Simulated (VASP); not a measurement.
# SiC (Imm2) in VASP: notebook, part 2 of 2

VASP 6.6.1. Earlier steps stand in the parts before.

## 3. Relaxation of cell and atoms, PBE

Input file INCAR:

```
SYSTEM = SiC
PREC = Accurate
ENCUT = 600
EDIFF = 1E-7
ISMEAR = 0
SIGMA = 0.1
LREAL = .FALSE.
LASPH = .TRUE.
NELM = 80
ALGO = Normal
ISIF = 3
LWAVE = .FALSE.
LCHARG = .FALSE.
GGA = PE
IBRION = 2
NSW = 90
EDIFFG = -0.04
```

Input file KPOINTS:

```
Automatic mesh
0
G
  8 8 8
  0 0 0
```

Input file POSCAR:

```
SiC
1.0
   -2.2733918100      2.3920607100      1.2876830700
    2.2733918100     -2.3920607100      1.2876830700
    2.2733918100      2.3920607100     -1.2876830700
Si C
1 1
Direct
    0.4430000000      0.9430000000      0.5000000000
    0.0570000000      0.0570000000      0.0000000000
```

Potentials or basis: VASP PAW PBE potentials, release 64 (Si, C).

On the command line:

```
> cat potpaw_PBE.64/Si/POTCAR potpaw_PBE.64/C/POTCAR > POTCAR
> mpirun -np 1 vasp_std > vasp.out
```

OUTCAR:

```text
SYSTEM = SiC
   PREC = Accurate
   ENCUT = 600
   EDIFF = 1E-7
   ISMEAR = 0
   LREAL = .FALSE.
   LASPH = .TRUE.
   NELM = 80
   ISIF = 3
   GGA = PE
   IBRION = 2
   NSW = 90
   EDIFFG = -0.04

 ion  position               nearest neighbor table
   1  0.443  0.943  0.500-   2 2.41   2 2.41   2 2.48   2 2.48
   2  0.057  0.057  0.000-   1 2.41   1 2.41   1 2.48   1 2.48

  LATTYP: Found a body centered orthorhombic cell.
 ALAT       =     2.5753661400
 B/A-ratio  =     1.7654901761
 C/A-ratio  =     1.8576470917

  Lattice vectors:

 A1 = (   2.2733918100,  -2.3920607100,   1.2876830700)
 A2 = (  -2.2733918100,  -2.3920607100,  -1.2876830700)
 A3 = (   2.2733918100,   2.3920607100,  -1.2876830700)

Analysis of symmetry for initial positions (statically):
=====================================================================
 Subroutine PRICEL returns:
 Original cell was already a primitive cell.

 Routine SETGRP: Setting up the symmetry group for a
 body centered orthorhombic supercell.

 Subroutine GETGRP returns: Found  4 space group operations
 (whereof  4 operations were pure point group operations)
 out of a pool of  8 trial point group operations.

The static configuration has the point symmetry C_2v.

Analysis of symmetry for dynamics (positions and initial velocities):
=====================================================================
 Subroutine PRICEL returns:
 Original cell was already a primitive cell.

 Routine SETGRP: Setting up the symmetry group for a
 body centered orthorhombic supercell.

 Subroutine GETGRP returns: Found  4 space group operations
 (whereof  4 operations were pure point group operations)
 out of a pool of  8 trial point group operations.

The dynamic configuration has the point symmetry C_2v.

 Subroutine INISYM returns: Found  4 space group operations
 (whereof  4 operations are pure point group operations),
 and found     1 'primitive' translations

----------------------------------------------------------------------------------------

                                     Primitive cell

  volume of cell :      28.0102

  direct lattice vectors                    reciprocal lattice vectors
    -2.273391810  2.392060710  1.287683070     0.000000000  0.209024795  0.388294303
     2.273391810 -2.392060710  1.287683070     0.219935692  0.000000000  0.388294303
     2.273391810  2.392060710 -1.287683070     0.219935692  0.209024795  0.000000000

  length of vectors
     3.542371021  3.542371021  3.542371021     0.440980533  0.446255727  0.303418973

  position of ions in fractional coordinates (direct lattice)
     0.443000000  0.943000000  0.500000000
     0.057000000  0.057000000  0.000000000

  ion indices of the primitive-cell ions
   primitive index   ion index
                 1           1
                 2           2

----------------------------------------------------------------------------------------

 KPOINTS: Automatic mesh

Automatic generation of k-mesh.
 Grid dimensions read from file:
 generate k-points for:    8    8    8

 Generating k-lattice:

  Cartesian coordinates                     Fractional coordinates (reciprocal lattice)
     0.000000000  0.026128099  0.048536788     0.125000000 -0.000000000  0.000000000
[... 54 lines left out ...]
   LNONCOLLINEAR =      F non collinear calculations
   LSORBIT =      F    spin-orbit coupling
   LASPH  =      T    aspherical Exc in radial PAW
   ENCUT  =  600.0 eV  44.10 Ry    6.64 a.u.   7.07  7.07  7.07*2*pi/ulx,y,z
   NELM   =     80;   NELMIN=  2; NELMDL= -5     # of ELM steps
   EDIFF  = 0.1E-06   stopping-criterion for ELM
   LREAL  =      F    real-space projection
   EDIFFG = -.4E-01   stopping-criterion for IOM
   NSW    =     90    number of steps for IOM
   IBRION =      2    ionic relax: 0-MD 1-quasi-New 2-CG
   NFREE  =      1    steps in history (QN), initial steepest desc. (CG)
   ISIF   =      3    stress and relaxation
   ISYM   =      2    0-nonsym 1-usesym 2-fastsym
   POTIM  = 0.5000    time-step for ionic-motion
   TEBEG  =    0.0;   TEEND  =   0.0 temperature during run
   PSTRESS=    0.0 pullay stress
   NELECT =       8.0000    total number of electrons
   NUPDOWN=      -1.0000    fix difference up-down
   EMIN   =  10.00;   EMAX   =-10.00  energy-range for DOS
   EFERMI =   0.00;   METHOD = LEGACY
   ISMEAR =     0;   SIGMA  =   0.10  broadening in eV -4-tet -1-fermi 0-gaus
   EFERMI_NEDOS =   21; number of points for ismear=-14 and -15
   IALGO  =     38    algorithm
   IMIX   =      4    mixing-type and parameters
     AMIX     =   0.40;   BMIX     =  1.00
     AMIX_MAG =   1.60;   BMIX_MAG =  1.00
  volume/ion in A,a.u.               =      14.01        94.51
  Fermi-wavevector in a.u.,A,eV,Ry     =   1.078118  2.037348 15.814577  1.162339
  Thomas-Fermi vector in A             =   2.214048
   LORBIT       =      0    0 simple, 1 ext, 2 COOP (PROOUT), +10 PAW based schemes
   GGA     = PE    functional components
   LHFCALC =     F    Hartree Fock is set to
   AEXX    =    0.0000 exact exchange contribution
   IVDW    =     0    specifies the selected vdW correction
   LEPSILON=     F    determine dielectric tensor
   LRPA    =     F    only Hartree local field effects (RPA)
 conjugate gradient relaxation of ions
 non-spin polarized calculation
 Gauss-broadening in eV      SIGMA  =   0.10
  energy-cutoff  :      600.00
  volume of cell :       28.01
 maximum number of plane-waves:       947
   NGX = 15   NGY = 15   NGZ = 15

--------------------------------------- Ionic step        1  -------------------------------------------

 number of electron       8.0000000 magnetization

 Free energy of the ion-electron system (eV)
  ---------------------------------------------------
  ext. energy  EPLUGINS =         0.00000000
  ---------------------------------------------------
  free energy    TOTEN  =       -10.51953629 eV

  energy without entropy =      -10.51259549  energy(sigma->0) =      -10.51606589

------------------------ aborting loop because EDIFF is reached ----------------------------------------

  FORCE on cell =-STRESS in cart. coord.  units (eV):
  Direction    XX          YY          ZZ          XY          YZ          ZX
  --------------------------------------------------------------------------------------
  -------------------------------------------------------------------------------------
  Total       -6.1424498     -7.5251877     -2.4806969      0.0000000      0.0000000      0.0000000
  in kB     -351.3473923   -430.4398307   -141.8955621      0.0000000      0.0000000      0.0000000
  external PRESSURE =    -307.8942617 kB  Pullay stress =       0.0000000 kB
[... 89 lines left out ...]
  FREE ENERGIE OF THE ION-ELECTRON SYSTEM (eV)
  ---------------------------------------------------
  free  energy   TOTEN  =       -12.3251823360 eV

  energy  without entropy=      -12.3239839194  energy(sigma->0) =      -12.32458313

 E-fermi :  10.3368     XC(G=0): -12.0743

 val. band max:       10.2942829423   @ k =  -0.2500  -0.1250   0.1250
 cond. band min:      10.3783663204   @ k =   0.2500  -0.1250   0.1250
 fundamental gap:      0.0840833780
 Fermi energy:        10.3367921056

 k-point     1 :       0.0000    0.0000    0.0000
  band No.  band energies     occupation
      1      -6.7221      2.00000
      2       8.4806      2.00000
      3      10.1405      1.99450
      4      11.6700      0.00000
      5      14.1698      0.00000
      6      16.5655      0.00000
      7      20.4648      0.00000
      8      21.0446      0.00000
[... 243 lines left out ...]
 k-point    24 :       0.2500    0.3750    0.0000
  band No.  band energies     occupation
      1      -1.2447      2.00000
      2       2.2903      2.00000
      3       3.4539      2.00000
      4       8.1278      2.00000
      5      14.3926      0.00000
      6      15.4342      0.00000
      7      20.5608      0.00000
      8      22.8472      0.00000

 [... further k-points ...]

[... ionic steps 4 to 19 ...]

--------------------------------------- Ionic step       20  -------------------------------------------

 number of electron       8.0000000 magnetization

------------------------ aborting loop because EDIFF is reached ----------------------------------------
[... 67 lines left out ...]
--------------------------------------- Ionic step       22  -------------------------------------------

 number of electron       8.0000000 magnetization

 Free energy of the ion-electron system (eV)
  ---------------------------------------------------
  ext. energy  EPLUGINS =         0.00000000
  ---------------------------------------------------
  free energy    TOTEN  =       -14.91301982 eV

  energy without entropy =      -14.91301982  energy(sigma->0) =      -14.91301982

 E-fermi :   8.8173     XC(G=0): -11.3617

 val. band max:        8.3824127492   @ k =   0.0000   0.0000   0.0000
 cond. band min:       9.2366723869   @ k =   0.5000   0.5000   0.5000
 fundamental gap:      0.8542596378
 Fermi energy:         8.8173453057

 k-point     1 :       0.0000    0.0000    0.0000
  band No.  band energies     occupation
      1      -7.3023      2.00000
      2       8.0123      2.00000
      3       8.0266      2.00000
      4       8.3824      2.00000
      5      14.3280      0.00000
      6      15.3631      0.00000
      7      15.4664      0.00000
      8      15.5008      0.00000
[... 282 lines left out ...]
  FREE ENERGIE OF THE ION-ELECTRON SYSTEM (eV)
  ---------------------------------------------------
  free  energy   TOTEN  =       -14.9130198160 eV

  energy  without entropy=      -14.9130198160  energy(sigma->0) =      -14.91301982

 reached required accuracy - stopping structural energy minimisation
```

Run time: 8.8 min. Hardware: 1 thread of Intel Xeon Platinum 8259CL at 2.50GHz (Skylake/Cascade Lake), shared host; peak memory 0.18 GiB.

Results:

* Free energy: -14.9130 eV
* Relaxed volume: 10.34 Å³/atom
* Relaxed cell: a = 3.061 Å, b = 3.061 Å, c = 3.061 Å, α = 118.68°, β = 118.56°, γ = 92.40°
* Space group after relaxing (to 0.05 Å): I-4m2 (No. 119)
* Energy gained by relaxing: 2196.7 meV/atom
* Ionic steps: 22
* Pressure after relaxing: -0.1 GPa
* Band gap on the k mesh: 0.85 eV, indirect (least direct gap 4.47 eV)

The path:
| step | energy change (eV) | largest force (eV/Å) | pressure (GPa) | volume (Å³) |
| --- | --- | --- | --- | --- |
| 1 | 0.0000 | 0.1870 | -30.79 | 28.01 |
| 2 | -1.7958 | 0.0926 | 0.38 | 18.36 |
| 3 | -1.8056 | 0.0971 | 6.35 | 17.90 |
| 4 | -2.2021 | 0.1786 | 7.14 | 17.68 |
| 5 | -2.8374 | 0.4978 | 49.64 | 16.09 |
| 6 | -2.9267 | 0.8166 | 43.70 | 16.45 |
| 7 | -3.0552 | 1.5152 | 29.64 | 17.45 |
| 8 | -3.0566 | 1.7083 | 25.07 | 17.81 |
| 9 | -3.2038 | 1.8701 | 17.88 | 18.34 |
| 10 | -3.5347 | 2.1066 | -0.06 | 19.96 |
| 11 | -3.7075 | 1.6916 | -23.53 | 23.45 |
| 12 | -3.7241 | 1.8718 | -18.63 | 22.50 |
| 13 | -3.9207 | 1.4305 | -18.12 | 22.60 |
| 14 | -4.1439 | 0.1971 | -17.92 | 22.73 |
| 15 | -4.1682 | 0.3854 | -18.08 | 22.76 |
| 16 | -4.3013 | 0.3347 | -9.44 | 21.63 |
| 17 | -4.3560 | 0.2500 | 0.92 | 20.59 |
| 18 | -4.3575 | 0.2276 | 3.30 | 20.39 |
| 19 | -4.3748 | 0.1136 | 2.39 | 20.47 |
| 20 | -4.3914 | 0.2560 | -0.36 | 20.69 |
| 21 | -4.3925 | 0.1779 | 0.22 | 20.65 |
| 22 | -4.3935 | 0.0010 | -0.11 | 20.68 |

Final structure:
```
Si C
1.0
    -1.56074    1.56340    2.11837
     1.56074   -1.56340    2.11837
     1.56074    1.56340   -2.11837
Si C
1 1
Direct
  0.37508 0.87508 0.50000
  0.12492 0.12492 0.00000
```

Caveat: the volume moved by over 15 % at a fixed basis, so the end points are rough.

## 4. Single point, PBE, collinear spin, ferromagnetic start

Input file INCAR:

```
  PREC = Accurate
  ENCUT = 520
  EDIFF = 1E-6
  ISMEAR = 0
  SIGMA = 0.1
  LREAL = F
  LASPH = T
  NELM = 150
  ALGO = Normal
  ISIF = 2
  LWAVE = F
  LCHARG = F
  ISPIN = 2
  MAGMOM = 0 1
  LORBIT = 11
  GGA = PE
  NBANDS = 15
```

Input file KPOINTS:

```
regular mesh
0
Gamma
  8 8 8
```

POSCAR is that of step 3.

Potentials or basis: VASP PAW PBE potentials, release 64 (Si, C).

On the command line:

```
> cat potpaw_PBE.64/Si/POTCAR potpaw_PBE.64/C/POTCAR > POTCAR
> mpirun -np 1 vasp_std > vasp.out
```

OUTCAR:

```text
PREC = Accurate
   ENCUT = 520
   EDIFF = 1E-6
   ISMEAR = 0
   LREAL = F
   LASPH = T
   NELM = 150
   ISIF = 2
   ISPIN = 2
   LORBIT = 11
   GGA = PE

 ion  position               nearest neighbor table
   1  0.443  0.943  0.500-   2 2.41   2 2.41   2 2.48   2 2.48
   2  0.057  0.057  0.000-   1 2.41   1 2.41   1 2.48   1 2.48

  LATTYP: Found a body centered orthorhombic cell.
 ALAT       =     2.5753661400
 B/A-ratio  =     1.7654901761
 C/A-ratio  =     1.8576470917
[... 1084 lines left out ...]
  in kB     -350.9797875   -430.0553306   -141.5878704      0.0000000      0.0000000      0.0000000
  external PRESSURE =    -307.5409962 kB  Pullay stress =       0.0000000 kB

 VOLUME and BASIS-vectors are now :
 -----------------------------------------------------------------------------
  energy-cutoff  :      520.00
  volume of cell :       28.01
      direct lattice vectors                 reciprocal lattice vectors
    -2.273391810  2.392060710  1.287683070     0.000000000  0.209024795  0.388294303
     2.273391810 -2.392060710  1.287683070     0.219935692  0.000000000  0.388294303
     2.273391810  2.392060710 -1.287683070     0.219935692  0.209024795  0.000000000

 POSITION                                       TOTAL-FORCE (eV/Angst)
 -----------------------------------------------------------------------------------
      2.27339     -0.00000      1.14089        -0.000000     -0.000000     -0.186888
      0.00000      0.00000      0.14680         0.000000      0.000000      0.186888
 -----------------------------------------------------------------------------------
    total drift:                                0.000000      0.000000      0.000029

  FREE ENERGIE OF THE ION-ELECTRON SYSTEM (eV)
  ---------------------------------------------------
  free  energy   TOTEN  =       -10.5194302929 eV

  energy  without entropy=      -10.5124880321  energy(sigma->0) =      -10.51595916

 total charge

# of ion       s       p       d       tot
------------------------------------------
    1        0.807   0.610   0.000   1.417
    2        0.954   1.120   0.000   2.074
--------------------------------------------------
tot          1.761   1.729   0.000   3.490

 magnetization (x)

# of ion       s       p       d       tot
------------------------------------------
    1       -0.000  -0.000   0.000  -0.000
    2        0.000   0.000   0.000   0.000
--------------------------------------------------
tot          0.000   0.000   0.000   0.000
```

stdout:

```text
POSCAR found type information on POSCAR SiC
 POSCAR found :  2 types and       2 ions
 scaLAPACK will be used
 LDA part: xc-table for (Slater+PW92), standard interpolation
 POSCAR, INCAR and KPOINTS ok, starting setup
 FFT: planning ... GRIDC
 FFT: planning ... GRID_SOFT
 FFT: planning ... GRID
 WAVECAR not read
 entering main loop
```

Wall time 95 s (1 thread of Intel Xeon Platinum 8259CL at 2.50GHz (Skylake/Cascade Lake), shared host); peak memory 0.2 GiB.

What came out:

| Quantity | Value |
| --- | --- |
| Free energy | -10.5194 eV |
| Pressure | -30.8 GPa |
| Largest force | 0.187 eV/Å |
| Band gap on the k mesh | zero (filled and empty bands overlap) |
| Net moment | 0.00 μB per cell |
| Valence electrons inside the program's atomic spheres | Si 1.42; C 2.07 |

Forces on the atoms (eV/Å):
```
Si   0.000  0.000 -0.187
C    0.000  0.000  0.187
```

Levels at points of the mesh, in eV from the Fermi level:
Spin up:
```csv
k point,band 1,band 2,band 3,band 4,band 5,band 6,band 7,band 8,band 9
"(0.00, 0.00, 0.00)",-13.32,-3.63,-2.21,-1.93,3.84,4.85,6.79,7.25,10.91
"(0.50, 0.00, 0.00)",-8.52,-5.86,-1.82,-1.34,-1.02,2.77,3.35,5.39,9.20
"(0.00, 0.50, 0.00)",-8.49,-5.46,-2.15,-1.96,-1.74,3.22,4.52,6.80,9.19
"(0.50, 0.50, 0.00)",-10.92,-9.70,-0.56,2.05,2.05,2.70,3.80,10.05,11.57
"(0.50, 0.50, 0.50)",-9.62,-7.22,-5.72,-5.47,3.09,7.94,8.09,9.09,11.85
```
Spin down:
| k point | band 1 | band 2 | band 3 | band 4 | band 5 | band 6 | band 7 | band 8 |
| --- | --- | --- | --- | --- | --- | --- | --- | --- |
| (0.00, 0.00, 0.00) | -13.32 | -3.62 | -2.21 | -1.93 | 3.84 | 4.85 | 6.79 | 7.25 |
| (0.50, 0.00, 0.00) | -8.52 | -5.86 | -1.82 | -1.34 | -1.02 | 2.77 | 3.35 | 5.39 |
| (0.00, 0.50, 0.00) | -8.49 | -5.46 | -2.15 | -1.96 | -1.74 | 3.23 | 4.52 | 6.80 |
| (0.50, 0.50, 0.00) | -10.92 | -9.70 | -0.56 | 2.05 | 2.05 | 2.70 | 3.80 | 10.05 |
| (0.50, 0.50, 0.50) | -9.61 | -7.22 | -5.72 | -5.47 | 3.09 | 7.94 | 8.09 | 9.09 |

## 5. The runs side by side

```tsv
task	spin	cell	cutoff (eV)	gap on the mesh (eV)	pressure (GPa)	largest force (eV/Å)
single point	off	as given	520	none	-30.8	0.19
relaxation of cell and atoms	off	relaxed	600	0.85	-0.1	-
single point	collinear, ferromagnetic start	as given	520	none	-30.8	0.19
```

Alike in all rows: level PBE; potentials or basis VASP PAW PBE potentials, release 64 (Si, C); k mesh 8 × 8 × 8; smearing gaussian 0.1 eV.

Caveats: the volume moved by over 15 % at a fixed basis, so the end points are rough (some runs).

Absolute energies hang on the potentials; compare differences alone.
